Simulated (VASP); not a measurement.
A run of VASP 6.6.1:

The input INCAR:

```
SYSTEM = TePb
PREC = Accurate
ENCUT = 520
EDIFF = 1E-7
ISMEAR = -1
SIGMA = 0.02
LREAL = .FALSE.
LASPH = .TRUE.
NELM = 150
ALGO = Normal
ISIF = 2
LWAVE = .FALSE.
LCHARG = .FALSE.
ISPIN = 2
MAGMOM = 0 0 0 0
LORBIT = 11
GGA = PS
NBANDS = 32
```

Contents of KPOINTS:

```
regular mesh
0
G
  6 6 2
  0 0 0
```

Contents of POSCAR:

```
TePb
1.0
    4.5439515437      0.0000000000      0.0000000000
   -2.2719757718      3.9351774704      0.0000000000
    0.0000000000      0.0000000000      7.9257636037
Pb Te
2 2
Direct
    0.0000000000      0.0000000000      0.0000000000
    0.0000000000      0.0000000000      0.5000000000
    0.3333333333      0.6666666667      0.2500000000
    0.6666666667      0.3333333333      0.7500000000
```

Potentials or basis: VASP PAW PBE potentials, release 64 (Pb_d, Te).

The run is started by

```console
$ cat potpaw_PBE.64/Pb_d/POTCAR potpaw_PBE.64/Te/POTCAR > POTCAR
$ mpirun -np 1 vasp_std > vasp.out
```

Hardware: 1 thread of Intel(R) Xeon(R) Platinum 8259CL CPU @ 2.50GHz (Skylake/Cascade Lake) (shared host).

Task: Estimate the wall time of this run.

Result: Wall time 110 s on 1 thread of Intel(R) Xeon(R) Platinum 8259CL CPU @ 2.50GHz (Skylake/Cascade Lake), with other jobs on the host, peak memory 0.37 GiB. Counts: scf iterations 17, k points 14.
